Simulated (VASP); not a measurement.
# Cs (P6_3/mmc) in VASP: further runs, part 3 of 3

VASP 6.6.1.

## Step 6: Single point, LDA (76.77 Å³/atom)

This run uses another cell than the first one, of 76.77 Å³/atom.

Contents of INCAR:

```
SYSTEM = Cs
PREC     = Accurate       ! precision mode
ENCUT    = 520            ! plane-wave cutoff, eV
EDIFF    = 1E-7           ! SCF threshold, eV
ISMEAR   = -1             ! smearing method
SIGMA    = 0.1            ! smearing width, eV
LREAL    = .False.        ! projectors in reciprocal space
LASPH    = .True.         ! aspherical terms in the spheres
NELM     = 60             ! most SCF steps
ALGO     = Normal         ! electronic algorithm
ISIF     = 2              ! what is computed and relaxed
LWAVE    = .False.        ! write WAVECAR
LCHARG   = .False.        ! write CHGCAR
GGA      = CA             ! functional
NBANDS   = 16             ! bands
```

Contents of KPOINTS:

```
Automatic mesh
0
Gamma
  9 9 5
  0 0 0
```

Contents of POSCAR:

```
Cs
1.0
    4.7831996432      0.0000000000      0.0000000000
   -2.3915998216      4.1423724024      0.0000000000
    0.0000000000      0.0000000000      7.7487834220
Cs
2
Direct
    0.3333333333      0.6666666667      0.2500000000
    0.6666666667      0.3333333333      0.7500000000
```

Potentials or basis: VASP PAW LDA potentials, release 64 (Cs_sv).

On the command line:

```bash
> cat potpaw_LDA.64/Cs_sv/POTCAR > POTCAR
> mpirun -np 1 vasp_std > vasp.out
```

OUTCAR:

```text
SYSTEM = Cs
   PREC = Accurate
   ENCUT = 520
   EDIFF = 1E-7
   ISMEAR = -1
   LREAL = .False.
   LASPH = .True.
   NELM = 60
   ISIF = 2
   GGA = CA

 ion  position               nearest neighbor table
   1  0.333  0.667  0.250-
   2  0.667  0.333  0.750-

  LATTYP: Found a hexagonal cell.
 ALAT       =     4.7831996432
 C/A-ratio  =     1.6200000000

  Lattice vectors:

 A1 = (   4.7831996432,   0.0000000000,   0.0000000000)
 A2 = (  -2.3915998216,   4.1423724024,   0.0000000000)
 A3 = (   0.0000000000,   0.0000000000,   7.7487834220)

Analysis of symmetry for initial positions (statically):
=====================================================================
 Subroutine PRICEL returns:
 Original cell was already a primitive cell.

 Routine SETGRP: Setting up the symmetry group for a
 hexagonal supercell.

 Subroutine GETGRP returns: Found 24 space group operations
 (whereof 12 operations were pure point group operations)
 out of a pool of 24 trial point group operations.

The static configuration has the point symmetry D_3d.
 The point group associated with its full space group is D_6h.

Analysis of symmetry for dynamics (positions and initial velocities):
=====================================================================
 Subroutine PRICEL returns:
 Original cell was already a primitive cell.

 Routine SETGRP: Setting up the symmetry group for a
 hexagonal supercell.

 Subroutine GETGRP returns: Found 24 space group operations
 (whereof 12 operations were pure point group operations)
 out of a pool of 24 trial point group operations.

The dynamic configuration has the point symmetry D_3d.
 The point group associated with its full space group is D_6h.

 Subroutine INISYM returns: Found 24 space group operations
 (whereof 12 operations are pure point group operations),
 and found     1 'primitive' translations

[... 106 lines left out ...]
   NUPDOWN=      -1.0000    fix difference up-down
   EMIN   =  10.00;   EMAX   =-10.00  energy-range for DOS
   EFERMI =   0.00;   METHOD = LEGACY
   ISMEAR =    -1;   SIGMA  =   0.10  broadening in eV -4-tet -1-fermi 0-gaus
   EFERMI_NEDOS =   21; number of points for ismear=-14 and -15
   IALGO  =     38    algorithm
   IMIX   =      4    mixing-type and parameters
     AMIX     =   0.40;   BMIX     =  1.00
     AMIX_MAG =   1.60;   BMIX_MAG =  1.00
  volume/ion in A,a.u.               =      76.77       518.05
  Fermi-wavevector in a.u.,A,eV,Ry     =   0.801245  1.514133  8.734850  0.641993
  Thomas-Fermi vector in A             =   1.908695
   LORBIT       =      0    0 simple, 1 ext, 2 COOP (PROOUT), +10 PAW based schemes
   GGA     = CA    functional components
   LHFCALC =     F    Hartree Fock is set to
   AEXX    =    0.0000 exact exchange contribution
   IVDW    =     0    specifies the selected vdW correction
   LEPSILON=     F    determine dielectric tensor
   LRPA    =     F    only Hartree local field effects (RPA)
 non-spin polarized calculation
  energy-cutoff  :      520.00
  volume of cell :      153.53
 maximum number of plane-waves:      4153
 NGX is ok and might be reduce to    36
   NGX = 17   NGY = 17   NGZ = 29

 number of electron      18.0000001 magnetization

 Free energy of the ion-electron system (eV)
  ---------------------------------------------------
  ext. energy  EPLUGINS =         0.00000000
  ---------------------------------------------------
  free energy    TOTEN  =        -1.95234555 eV

  energy without entropy =       -1.86882091  energy(sigma->0) =       -1.91058323

 E-fermi :   1.4942     XC(G=0):  -6.6877

 val. band max:        1.4827877631   @ k =   0.4444   0.1111   0.2000
 cond. band min:       1.5336913135   @ k =   0.4444   0.0000   0.4000
 fundamental gap:      0.0509035505
 Fermi energy:         1.4941553873

 k-point     1 :       0.0000    0.0000    0.0000
  band No.  band energies     occupation
      1     -22.1535      2.00000
      2     -22.1127      2.00000
      3      -9.2614      2.00000
      4      -8.8190      2.00000
      5      -8.8190      2.00000
      6      -8.7517      2.00000
[... 433 lines left out ...]
      3      -9.1147      2.00000
      4      -9.1017      2.00000
      5      -9.1017      2.00000
      6      -8.9846      2.00000
[... 8 lines left out ...]
     15       4.1956      0.00000
     16       5.6981      0.00000

 [... further k-points ...]
[... 5 lines left out ...]
  --------------------------------------------------------------------------------------
  -------------------------------------------------------------------------------------
  Total        0.6953248      0.6953248      0.7350138      0.0000000      0.0000000      0.0000000
  in kB        7.2559973      7.2559973      7.6701689      0.0000000      0.0000000      0.0000000
  external PRESSURE =       7.3940545 kB  Pullay stress =       0.0000000 kB

 VOLUME and BASIS-vectors are now :
 -----------------------------------------------------------------------------
  energy-cutoff  :      520.00
  volume of cell :      153.53
      direct lattice vectors                 reciprocal lattice vectors
     4.783199643  0.000000000  0.000000000     0.209065077  0.120703778  0.000000000
    -2.391599822  4.142372402  0.000000000     0.000000000  0.241407557  0.000000000
     0.000000000  0.000000000  7.748783422     0.000000000  0.000000000  0.129052516

 POSITION                                       TOTAL-FORCE (eV/Angst)
 -----------------------------------------------------------------------------------
     -0.00000      2.76158      1.93720        -0.000000      0.000000      0.000000
      2.39160      1.38079      5.81159         0.000000     -0.000000      0.000000
 -----------------------------------------------------------------------------------
    total drift:                               -0.000000      0.000000     -0.000000

  FREE ENERGIE OF THE ION-ELECTRON SYSTEM (eV)
  ---------------------------------------------------
  free  energy   TOTEN  =        -1.9523455511 eV

  energy  without entropy=       -1.8688209127  energy(sigma->0) =       -1.91058323
```

stdout:

```text
POSCAR found type information on POSCAR Cs
 POSCAR found :  1 types and       2 ions
 scaLAPACK will be used
 LDA part: xc-table for (Slater(with rela. corr.)+CA(PZ))
 , standard interpolation
 POSCAR, INCAR and KPOINTS ok, starting setup
 FFT: planning ... GRIDC
 FFT: planning ... GRID_SOFT
 FFT: planning ... GRID
 WAVECAR not read
 entering main loop
```

Wall time 1.9 min (1 thread of Intel Xeon 8259CL, shared host); peak memory 0.24 GiB.

What came out:

| Item | Value |
| --- | --- |
| Free energy | -1.9523 eV |
| Pressure | 0.7 GPa |
| Band gap on the k mesh | zero (bands 9 and 10 overlap by 1.65 eV) |

Caveat: spin-orbit coupling is left out, which moves the levels of the heavy elements.

## Step 7: Overview

| cell | gap on the mesh (eV) | pressure (GPa) |
| --- | --- | --- |
| a = 4.346, b = 4.346, c = 7.040 Å, angles 90.0, 90.0, 120.0°, 2 atoms | none | 2.3 |
| a = 4.575, b = 4.575, c = 7.411 Å, angles 90.0, 90.0, 120.0°, 2 atoms | none | 1.4 |
| a = 4.783, b = 4.783, c = 7.749 Å, angles 90.0, 90.0, 120.0°, 2 atoms | none | 0.7 |

Alike in all rows: task single point; level LDA; potentials or basis VASP PAW LDA potentials, release 64 (Cs_sv); no spin polarisation; k mesh 9 × 9 × 5; cutoff (eV) 520; smearing fermi-dirac 0.1 eV.

Caveats: spin-orbit coupling is left out, which moves the levels of the heavy elements.

Absolute energies hang on the potentials; compare differences alone.

The gap in the log of VASP goes by the Fermi energy; the results here count the filled bands.